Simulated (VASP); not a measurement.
# Zn2InGaO5 (P6_3/mmc) in VASP: further runs

The runs below take Zn2InGaO5 through single point, with PBEsol.

All numbers are computed with VASP 6.6.1; they aren't measurements. Logs are shortened: lines on timing, memory, paths and dates and some standing lists are left out, and cuts for length are marked.

## 1. The cell of the first run

It takes space group P6_3/mmc (No. 194, hexagonal). Conventional cell: a = 3.411 Å, b = 3.411 Å, c = 23.059 Å, α = 90.00°, β = 90.00°, γ = 120.00°. Zn (site symmetry 3m) has 5 O at 2.03 to 2.63 Å within 2.7 Å. In (site symmetry -3m) has 6 O at 2.26 Å within 3.0 Å. Ga (site symmetry -6m2) has 5 O at 1.97 to 2.01 Å within 2.6 Å. O (site symmetry 3m) has 1 Zn at 2.03 Å and 3 In at 2.26 Å within 2.7 Å. O (site symmetry 3m) has 1 Ga at 2.01 Å and 3 Zn at 2.06 Å within 2.7 Å. O (site symmetry -6m2) has 3 Ga at 1.97 Å and 2 Zn at 2.63 Å within 2.7 Å.

## 2. Single point, PBEsol (12.91 Å³/atom)

INCAR reads:

```
SYSTEM = Zn2InGaO5
ALGO = Normal
EDIFF = 1E-6
ENCUT = 520
GGA = PS
ISIF = 2
ISMEAR = 0
LASPH = .True.
LCHARG = .True.
LELF = .True.
LREAL = Auto
LVHAR = .True.
LWAVE = .False.
NBANDS = 95
NELM = 100
PREC = Accurate
SIGMA = 0.02
```

KPOINTS reads:

```
k-points
0
Gamma
  12 12 2
  0 0 0
```

POSCAR reads:

```
Zn2InGaO5
1.0
    3.4106954285      0.0000000000      0.0000000000
   -1.7053477142      2.9537488857      0.0000000000
    0.0000000000      0.0000000000     23.0593700614
Zn In Ga O
4 2 2 10
Direct
    0.3333333333      0.6666666667      0.6358545150
    0.3333333333      0.6666666667      0.8641454850
    0.6666666667      0.3333333333      0.1358545150
    0.6666666667      0.3333333333      0.3641454850
    0.0000000000      0.0000000000      0.5000000000
    0.0000000000      0.0000000000      0.0000000000
    0.0000000000      0.0000000000      0.7500000000
    0.0000000000      0.0000000000      0.2500000000
    0.3333333333      0.6666666667      0.5477486039
    0.0000000000      0.0000000000      0.6627257296
    0.3333333333      0.6666666667      0.7500000000
    0.0000000000      0.0000000000      0.8372742704
    0.3333333333      0.6666666667      0.9522513961
    0.6666666667      0.3333333333      0.0477486039
    0.0000000000      0.0000000000      0.1627257296
    0.6666666667      0.3333333333      0.2500000000
    0.0000000000      0.0000000000      0.3372742704
    0.6666666667      0.3333333333      0.4522513961
```

Potentials or basis: VASP PAW PBE potentials, release 64 (Zn, In_d, Ga_d, O).

On the command line:

```sh
> cat potpaw_PBE.64/Zn/POTCAR potpaw_PBE.64/In_d/POTCAR potpaw_PBE.64/Ga_d/POTCAR potpaw_PBE.64/O/POTCAR > POTCAR
> mpirun -np 1 vasp_std > vasp.out
```

OUTCAR:

```text
SYSTEM = Zn2InGaO5
   EDIFF = 1E-6
   ENCUT = 520
   GGA = PS
   ISIF = 2
   ISMEAR = 0
   LASPH = .True.
   LREAL = Auto
   NELM = 100
   PREC = Accurate

 ion  position               nearest neighbor table
   1  0.333  0.667  0.636-   9 2.03  10 2.06  10 2.06  10 2.06
   2  0.333  0.667  0.864-  13 2.03  12 2.06  12 2.06  12 2.06
   3  0.667  0.333  0.136-  14 2.03  15 2.06  15 2.06  15 2.06
   4  0.667  0.333  0.364-  18 2.03  17 2.06  17 2.06  17 2.06
   5  0.000  0.000  0.500-   9 2.26  18 2.26  18 2.26   9 2.26  18 2.26   9 2.26
   6  0.000  0.000  0.000-  13 2.26  14 2.26  14 2.26  13 2.26  14 2.26  13 2.26
   7  0.000  0.000  0.750-  11 1.97  11 1.97  11 1.97  12 2.01  10 2.01
   8  0.000  0.000  0.250-  16 1.97  16 1.97  16 1.97  17 2.01  15 2.01
   9  0.333  0.667  0.548-   1 2.03   5 2.26   5 2.26   5 2.26
  10  0.000  0.000  0.663-   7 2.01   1 2.06   1 2.06   1 2.06
  11  0.333  0.667  0.750-   7 1.97   7 1.97   7 1.97
  12  0.000  0.000  0.837-   7 2.01   2 2.06   2 2.06   2 2.06
  13  0.333  0.667  0.952-   2 2.03   6 2.26   6 2.26   6 2.26
  14  0.667  0.333  0.048-   3 2.03   6 2.26   6 2.26   6 2.26
  15  0.000  0.000  0.163-   8 2.01   3 2.06   3 2.06   3 2.06
  16  0.667  0.333  0.250-   8 1.97   8 1.97   8 1.97
  17  0.000  0.000  0.337-   8 2.01   4 2.06   4 2.06   4 2.06
  18  0.667  0.333  0.452-   4 2.03   5 2.26   5 2.26   5 2.26

  LATTYP: Found a hexagonal cell.
 ALAT       =     3.4106954285
 C/A-ratio  =     6.7608998062

  Lattice vectors:

 A1 = (   3.4106954285,   0.0000000000,   0.0000000000)
 A2 = (  -1.7053477142,   2.9537488857,   0.0000000000)
 A3 = (   0.0000000000,   0.0000000000,  23.0593700614)

Analysis of symmetry for initial positions (statically):
=====================================================================
 Subroutine PRICEL returns:
 Original cell was already a primitive cell.

 Routine SETGRP: Setting up the symmetry group for a
 hexagonal supercell.

 Subroutine GETGRP returns: Found 24 space group operations
 (whereof 12 operations were pure point group operations)
 out of a pool of 24 trial point group operations.

The static configuration has the point symmetry D_3d.
 The point group associated with its full space group is D_6h.

Analysis of symmetry for dynamics (positions and initial velocities):
=====================================================================
 Subroutine PRICEL returns:
 Original cell was already a primitive cell.

 Routine SETGRP: Setting up the symmetry group for a
 hexagonal supercell.

 Subroutine GETGRP returns: Found 24 space group operations
 (whereof 12 operations were pure point group operations)
 out of a pool of 24 trial point group operations.

The dynamic configuration has the point symmetry D_3d.
 The point group associated with its full space group is D_6h.

 Subroutine INISYM returns: Found 24 space group operations
 (whereof 12 operations are pure point group operations),
 and found     1 'primitive' translations

----------------------------------------------------------------------------------------

                                     Primitive cell

  volume of cell :     232.3079

  direct lattice vectors                    reciprocal lattice vectors
     3.410695428  0.000000000  0.000000000     0.293195338  0.169276407  0.000000000
    -1.705347714  2.953748886  0.000000000     0.000000000  0.338552815  0.000000000
     0.000000000  0.000000000 23.059370061     0.000000000  0.000000000  0.043366319

  length of vectors
     3.410695428  3.410695429 23.059370061     0.338552815  0.338552815  0.043366319

  position of ions in fractional coordinates (direct lattice)
     0.333333333  0.666666667  0.635854515
     0.333333333  0.666666667  0.864145485
     0.666666667  0.333333333  0.135854515
     0.666666667  0.333333333  0.364145485
     0.000000000  0.000000000  0.500000000
     0.000000000  0.000000000  0.000000000
[... 10 lines left out ...]
     0.000000000  0.000000000  0.337274270
     0.666666667  0.333333333  0.452251396

  ion indices of the primitive-cell ions
   primitive index   ion index
                 1           1
                 2           2
                 3           3
                 4           4
                 5           5
                 6           6
[... 10 lines left out ...]
                17          17
                18          18

----------------------------------------------------------------------------------------

 KPOINTS: k-points

Automatic generation of k-mesh.
 Grid dimensions read from file:
 generate k-points for:   12   12    2

 Generating k-lattice:

  Cartesian coordinates                     Fractional coordinates (reciprocal lattice)
     0.024432945  0.014106367  0.000000000     0.083333333  0.000000000  0.000000000
     0.000000000  0.028212735  0.000000000     0.000000000  0.083333333  0.000000000
     0.000000000  0.000000000  0.021683160     0.000000000  0.000000000  0.500000000

  Length of vectors
     0.028212735  0.028212735  0.021683160

  Shift w.r.t. Gamma in fractional coordinates (k-lattice)
     0.000000000  0.000000000  0.000000000

 Subroutine IBZKPT returns following result:
 ===========================================

 Found     38 irreducible k-points:

 Following reciprocal coordinates:
            Coordinates               Weight
  0.000000  0.000000  0.000000      1.000000
  0.083333  0.000000  0.000000      6.000000
  0.166667 -0.000000  0.000000      6.000000
  0.250000  0.000000  0.000000      6.000000
  0.333333  0.000000  0.000000      6.000000
  0.416667  0.000000  0.000000      6.000000
[... 16 lines left out ...]
  0.250000  0.000000  0.500000      6.000000
  0.333333  0.000000  0.500000      6.000000
 [... further k-points ...]
   k-points           NKPTS =     38   k-points in BZ     NKDIM =     38   number of bands    NBANDS=     95
   number of dos      NEDOS =    301   number of ions     NIONS =     18
   total plane-waves  NPLWV = 141120
   dimension x,y,z NGX =    28 NGY =   28 NGZ =  180
   dimension x,y,z NGXF=    56 NGYF=   56 NGZF=  360
   ions per type =               4   2   2  10
   NGX,Y,Z   is equivalent  to a cutoff of  13.65, 13.65, 12.98 a.u.
   NGXF,Y,Z  is equivalent  to a cutoff of  27.30, 27.30, 25.95 a.u.
 SYSTEM =  Zn2InGaO5
   PREC   = accura    normal or accurate (medium, high low for compatibility)
   ISTART =      0    job   : 0-new  1-cont  2-samecut
   ICHARG =      2    charge: 1-file 2-atom 10-const
   ISPIN  =      1    spin polarized calculation?
   LNONCOLLINEAR =      F non collinear calculations
   LSORBIT =      F    spin-orbit coupling
   LASPH  =      T    aspherical Exc in radial PAW
   ENCUT  =  520.0 eV  38.22 Ry    6.18 a.u.   6.34  6.34 42.88*2*pi/ulx,y,z
   NELM   =    100;   NELMIN=  2; NELMDL= -5     # of ELM steps
   EDIFF  = 0.1E-05   stopping-criterion for ELM
   LREAL  =      T    real-space projection
   EDIFFG = 0.1E-04   stopping-criterion for IOM
   NSW    =      0    number of steps for IOM
   IBRION =     -1    ionic relax: 0-MD 1-quasi-New 2-CG
   NFREE  =      0    steps in history (QN), initial steepest desc. (CG)
   ISIF   =      2    stress and relaxation
   ISYM   =      2    0-nonsym 1-usesym 2-fastsym
   POTIM  = 0.5000    time-step for ionic-motion
   TEBEG  =    0.0;   TEEND  =   0.0 temperature during run
   PSTRESS=    0.0 pullay stress
   NELECT =     160.0000    total number of electrons
   NUPDOWN=      -1.0000    fix difference up-down
   EMIN   =  10.00;   EMAX   =-10.00  energy-range for DOS
   EFERMI =   0.00;   METHOD = LEGACY
   ISMEAR =     0;   SIGMA  =   0.02  broadening in eV -4-tet -1-fermi 0-gaus
   EFERMI_NEDOS =   21; number of points for ismear=-14 and -15
   IALGO  =     38    algorithm
   IMIX   =      4    mixing-type and parameters
     AMIX     =   0.40;   BMIX     =  1.00
     AMIX_MAG =   1.60;   BMIX_MAG =  1.00
  volume/ion in A,a.u.               =      12.91        87.09
  Fermi-wavevector in a.u.,A,eV,Ry     =   1.445751  2.732073 28.438843  2.090196
  Thomas-Fermi vector in A             =   2.563897
   LORBIT       =      0    0 simple, 1 ext, 2 COOP (PROOUT), +10 PAW based schemes
   GGA     = PS    functional components
   LHFCALC =     F    Hartree Fock is set to
   AEXX    =    0.0000 exact exchange contribution
   IVDW    =     0    specifies the selected vdW correction
   LEPSILON=     F    determine dielectric tensor
   LRPA    =     F    only Hartree local field effects (RPA)
 non-spin polarized calculation
 Gauss-broadening in eV      SIGMA  =   0.02
  energy-cutoff  :      520.00
  volume of cell :      232.31
 maximum number of plane-waves:      6297
 NGX is ok and might be reduce to    28
   NGX = 13   NGY = 13   NGZ = 85

 number of electron     159.9999984 magnetization

 Free energy of the ion-electron system (eV)
  ---------------------------------------------------
  ext. energy  EPLUGINS =         0.00000000
  ---------------------------------------------------
  free energy    TOTEN  =       -99.89435363 eV

  energy without entropy =      -99.89435363  energy(sigma->0) =      -99.89435363

 E-fermi :   2.1667     XC(G=0): -10.9157

 val. band max:        2.0824597187   @ k =   0.0000   0.0000   0.0000
 cond. band min:       3.0004763604   @ k =   0.0000   0.0000   0.0000
 fundamental gap:      0.9180166417
 Fermi energy:         2.1667122229

 k-point     1 :       0.0000    0.0000    0.0000
  band No.  band energies     occupation
      1     -15.9496      2.00000
      2     -15.9487      2.00000
      3     -14.9629      2.00000
      4     -14.9442      2.00000
      5     -14.6039      2.00000
      6     -14.5327      2.00000
[... 84 lines left out ...]
     91      11.5732      0.00000
     92      11.8868      0.00000

 k-point     2 :       0.0833    0.0000    0.0000
  band No.  band energies     occupation
      1     -15.9123      2.00000
      2     -15.9113      2.00000
      3     -14.9220      2.00000
      4     -14.9043      2.00000
      5     -14.5821      2.00000
      6     -14.5244      2.00000
[... 2079 lines left out ...]
     91      10.1217      0.00000
     92      10.1217      0.00000

 k-point    24 :       0.3333    0.0000    0.5000
  band No.  band energies     occupation
      1     -15.4983      2.00000
      2     -15.4983      2.00000
      3     -14.5275      2.00000
      4     -14.5275      2.00000
      5     -14.4320      2.00000
      6     -14.4320      2.00000
[... 84 lines left out ...]
     91      10.1514      0.00000
     92      10.1514      0.00000

 [... further k-points ...]

 [bands above 92 left out]

------------------------ aborting loop because EDIFF is reached ----------------------------------------

  FORCE on cell =-STRESS in cart. coord.  units (eV):
  Direction    XX          YY          ZZ          XY          YZ          ZX
  --------------------------------------------------------------------------------------
  -------------------------------------------------------------------------------------
  Total      -17.6978004    -17.6978004    -17.6884650     -0.0000000      0.0000000      0.0000000
  in kB     -122.0579090   -122.0579090   -121.9935250     -0.0000000      0.0000000      0.0000000
  external PRESSURE =    -122.0364477 kB  Pullay stress =       0.0000000 kB

 VOLUME and BASIS-vectors are now :
 -----------------------------------------------------------------------------
  energy-cutoff  :      520.00
  volume of cell :      232.31
      direct lattice vectors                 reciprocal lattice vectors
     3.410695428  0.000000000  0.000000000     0.293195338  0.169276407  0.000000000
    -1.705347714  2.953748886  0.000000000     0.000000000  0.338552815  0.000000000
     0.000000000  0.000000000 23.059370061     0.000000000  0.000000000  0.043366319

 POSITION                                       TOTAL-FORCE (eV/Angst)
 -----------------------------------------------------------------------------------
     -0.00000      1.96917     14.66240         0.000000      0.000000      0.004883
     -0.00000      1.96917     19.92665        -0.000000      0.000000     -0.004883
      1.70535      0.98458      3.13272        -0.000000     -0.000000      0.004883
      1.70535      0.98458      8.39697        -0.000000     -0.000000     -0.004883
      0.00000      0.00000     11.52969         0.000000     -0.000000     -0.000000
      0.00000      0.00000      0.00000         0.000000     -0.000000     -0.000000
[... 10 lines left out ...]
      0.00000      0.00000      7.77733        -0.000000      0.000000     -0.002003
      1.70535      0.98458     10.42863        -0.000000      0.000000      0.007855
 -----------------------------------------------------------------------------------
    total drift:                                0.000000     -0.000000      0.000000

  FREE ENERGIE OF THE ION-ELECTRON SYSTEM (eV)
  ---------------------------------------------------
  free  energy   TOTEN  =       -99.8943536318 eV

  energy  without entropy=      -99.8943536318  energy(sigma->0) =      -99.89435363
```

It took 28 min on 1 thread of Intel Xeon Platinum 8488C (Sapphire Rapids), shared host; peak memory 0.7 GiB.

What came out:

```
Free energy            : -99.8944 eV
Pressure               : -12.2 GPa
Largest force          : 0.008 eV/Å
Band gap on the k mesh : 0.92 eV
```

Forces on the atoms (eV/Å):
```
Zn   0.000  0.000  0.005
Zn   0.000  0.000 -0.005
Zn   0.000  0.000  0.005
Zn   0.000  0.000 -0.005
In   0.000  0.000  0.000
In   0.000  0.000  0.000
Ga   0.000  0.000  0.000
Ga   0.000  0.000  0.000
O    0.000  0.000 -0.008
O    0.000  0.000  0.002
O    0.000  0.000  0.000
O    0.000  0.000 -0.002
O    0.000  0.000  0.008
O    0.000  0.000 -0.008
O    0.000  0.000  0.002
O    0.000  0.000  0.000
O    0.000  0.000 -0.002
O    0.000  0.000  0.008
```

Levels at points of the mesh, in eV from the valence-band top:
| k point | band 78 | band 79 | band 80 | band 81 | band 82 | band 83 |
| --- | --- | --- | --- | --- | --- | --- |
| (0.00, 0.00, 0.00) | 0.00 | 0.00 | 0.00 | 0.92 | 1.91 | 2.14 |
| (0.50, 0.00, 0.00) | -0.33 | -0.18 | -0.17 | 5.05 | 5.16 | 5.25 |
| (0.00, 0.00, 0.50) | 0.00 | 0.00 | 0.00 | 1.30 | 1.30 | 2.78 |
| (0.50, 0.00, 0.50) | -0.33 | -0.17 | -0.17 | 5.09 | 5.09 | 5.32 |

Caveat: the cell stands under tension; the PAW data sets were made with another functional, which shifts forces and pressure a little; spin-orbit coupling is left out, which moves the levels of the heavy elements.

## 3. Single point, PBEsol (11.38 Å³/atom)

This run uses another cell than the first one, of 11.38 Å³/atom.

INCAR reads:

```
SYSTEM = Zn2InGaO5
PREC = Accurate
ENCUT = 520
EDIFF = 1E-7
ISMEAR = 0
SIGMA = 0.02
LREAL = Auto
LASPH = .TRUE.
NELM = 100
ALGO = Normal
ISIF = 2
LWAVE = .FALSE.
LCHARG = .FALSE.
GGA = PS
NBANDS = 95
```

KPOINTS reads:

```
regular mesh
0
G
  12 12 2
  0 0 0
```

POSCAR reads:

```
Zn2InGaO5
1.0
    3.2692290662      0.0000000000      0.0000000000
   -1.6346145331      2.8312354221      0.0000000000
    0.0000000000      0.0000000000     22.1320510508
Zn In Ga O
4 2 2 10
Direct
    0.3333333333      0.6666666667      0.6356297640
    0.3333333333      0.6666666667      0.8643702360
    0.6666666667      0.3333333333      0.1356297640
    0.6666666667      0.3333333333      0.3643702360
    0.0000000000      0.0000000000      0.5000000000
    0.0000000000      0.0000000000      0.0000000000
    0.0000000000      0.0000000000      0.7500000000
    0.0000000000      0.0000000000      0.2500000000
    0.3333333333      0.6666666667      0.5483838089
    0.0000000000      0.0000000000      0.6618355745
    0.3333333333      0.6666666667      0.7500000000
    0.0000000000      0.0000000000      0.8381644255
    0.3333333333      0.6666666667      0.9516161911
    0.6666666667      0.3333333333      0.0483838089
    0.0000000000      0.0000000000      0.1618355745
    0.6666666667      0.3333333333      0.2500000000
    0.0000000000      0.0000000000      0.3381644255
    0.6666666667      0.3333333333      0.4516161911
```

Potentials or basis: VASP PAW PBE potentials, release 64 (Zn, In_d, Ga_d, O).

On the command line:

```sh
> cat potpaw_PBE.64/Zn/POTCAR potpaw_PBE.64/In_d/POTCAR potpaw_PBE.64/Ga_d/POTCAR potpaw_PBE.64/O/POTCAR > POTCAR
> mpirun -np 1 vasp_std > vasp.out
```

Run time: 22 min. Hardware: 1 thread of Oxide Virtual Turin-like, shared host; peak memory 0.56 GiB.

Results (log left out):

```yaml
Free_energy: -100.5607 eV
Pressure: 6.1 GPa
Largest_force: 0.034 eV/Å
Band_gap_on_the_k_mesh: 1.33 eV
```

Forces in eV/Å, atoms in the order of the input:
```
Zn   0.000  0.000 -0.002
Zn   0.000  0.000  0.002
Zn   0.000  0.000 -0.002
Zn   0.000  0.000  0.002
In   0.000  0.000  0.000
In   0.000  0.000  0.000
Ga   0.000  0.000  0.000
Ga   0.000  0.000  0.000
O    0.000  0.000 -0.034
O    0.000  0.000  0.019
O    0.000  0.000  0.000
O    0.000  0.000 -0.019
O    0.000  0.000  0.034
O    0.000  0.000 -0.034
O    0.000  0.000  0.019
O    0.000  0.000  0.000
O    0.000  0.000 -0.019
O    0.000  0.000  0.034
```

Stress tensor (GPa, compression positive):
```
5.98 0.00 0.00
0.00 5.98 0.00
0.00 0.00 6.21
```

Levels at points of the mesh, in eV from the valence-band top:
| k point | band 77 | band 78 | band 79 | band 80 | band 81 | band 82 | band 83 | band 84 |
| --- | --- | --- | --- | --- | --- | --- | --- | --- |
| (0.00, 0.00, 0.00) | -0.01 | -0.01 | 0.00 | 0.00 | 1.33 | 2.29 | 2.49 | 3.72 |
| (0.50, 0.00, 0.00) | -0.54 | -0.48 | -0.34 | -0.32 | 5.50 | 5.62 | 5.76 | 5.86 |
| (0.00, 0.00, 0.50) | -0.01 | -0.01 | -0.01 | -0.01 | 1.67 | 1.67 | 3.18 | 3.18 |
| (0.50, 0.00, 0.50) | -0.49 | -0.49 | -0.33 | -0.33 | 5.55 | 5.55 | 5.82 | 5.82 |

Caveat: the cell stands under pressure; the PAW data sets were made with another functional, which shifts forces and pressure a little; spin-orbit coupling is left out, which moves the levels of the heavy elements. A k mesh can miss the band edges.

(Continued in part 2 of 2.)
